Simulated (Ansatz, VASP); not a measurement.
One calculation of TiBe2H6, two programs

The input INCAR:

```
ALGO     = Normal         # electronic algorithm
EDIFF    = 1E-6           # SCF threshold, eV
ENCUT    = 520            # plane-wave cutoff, eV
GGA      = PE             # functional
ISIF     = 2              # what is computed and relaxed
ISMEAR   = 0              # smearing method
ISPIN    = 2              # spin polarisation
LASPH    = T              # aspherical terms in the spheres
LCHARG   = F              # write CHGCAR
LMAXMIX  = 4              # l up to which the mixer works
LORBIT   = 11             # projections on sites
LREAL    = F              # projectors in reciprocal space
LWAVE    = F              # write WAVECAR
MAGMOM   = 1 0 0 0 0 0 0 0 0 # initial moments
NBANDS   = 25             # bands
NELM     = 150            # most SCF steps
PREC     = Accurate       # precision mode
SIGMA    = 0.1            # smearing width, eV
```

The input KPOINTS:

```
k-points
0
Gamma
  6 6 6
```

Contents of POSCAR:

```
TiBe2H6
1.0
    0.0000000000      3.0896777869      3.0896777869
    3.0896777869      0.0000000000      3.0896777869
    3.0896777869      3.0896777869      0.0000000000
Ti Be H
1 2 6
Direct
    0.0000000000      0.0000000000      0.0000000000
    0.7500000000      0.7500000000      0.7500000000
    0.2500000000      0.2500000000      0.2500000000
    0.5000000000      0.0000000000      0.0000000000
    0.0000000000      0.5000000000      0.5000000000
    0.0000000000      0.5000000000      0.0000000000
    0.5000000000      0.0000000000      0.5000000000
    0.0000000000      0.0000000000      0.5000000000
    0.5000000000      0.5000000000      0.0000000000
```

Input for Ansatz:

```yaml
crystal:
  lattice:
    - [0.0, 3.0896777869, 3.0896777869]
    - [3.0896777869, 0.0, 3.0896777869]
    - [3.0896777869, 3.0896777869, 0.0]
  atoms:
    - { symbol: Ti, position: [0.0, 0.0, 0.0], spin: 1.0 }
    - { symbol: Be, position: [0.75, 0.75, 0.75] }
    - { symbol: Be, position: [0.25, 0.25, 0.25] }
    - { symbol: H, position: [0.5, 0.0, 0.0] }
    - { symbol: H, position: [0.0, 0.5, 0.5] }
    - { symbol: H, position: [0.0, 0.5, 0.0] }
    - { symbol: H, position: [0.5, 0.0, 0.5] }
    - { symbol: H, position: [0.0, 0.0, 0.5] }
    - { symbol: H, position: [0.5, 0.5, 0.0] }
basis:
  ecutwfc: 420
kpoints:
  mp_grid: { grid: [6, 6, 6] }
hamiltonian:
  xc: pbe
scf:
  occupations: { method: gaussian, width: 0.1 }
  lower_state_search: "off"
output:
  forces: true
  stress: true
  eigenvalues: true
  populations: true
magnetization:
  spin_polarized: true
```

Change from the starting cell: ordered vacancies on the A sites of perovskite (Fm-3m, No. 225).

Alike in both runs: task single point; functional PBE; k mesh 6 × 6 × 6; occupations gaussian, width 0.1 eV; collinear spin.

|  | VASP | Ansatz |
| --- | --- | --- |
| version | VASP 6.6.1 | Ansatz 0.2.0 |
| potentials or method | VASP PAW PBE potentials, release 64 (Ti_sv, Be, H), cutoff 520 eV | scalar-relativistic, plane waves, PAW |
| valence electrons in the cell | 22 | 22 |

```tsv
	VASP	Ansatz	Ansatz less VASP
gap on the k mesh at the Fermi level (eV)	none	none	-
pressure (GPa)	-0.1	1.2	+1.29
net moment per atom (μB)	0.00	0.22	+0.218
size of the moment on the site where the two differ most (μB)	0.00	1.20	+1.204
```

The net moments are unlike, so the other rows may belong to different states. Site moments also hang on the region over which each program counts them. A gap of «none» marks a metal or a gap that the smearing closes.
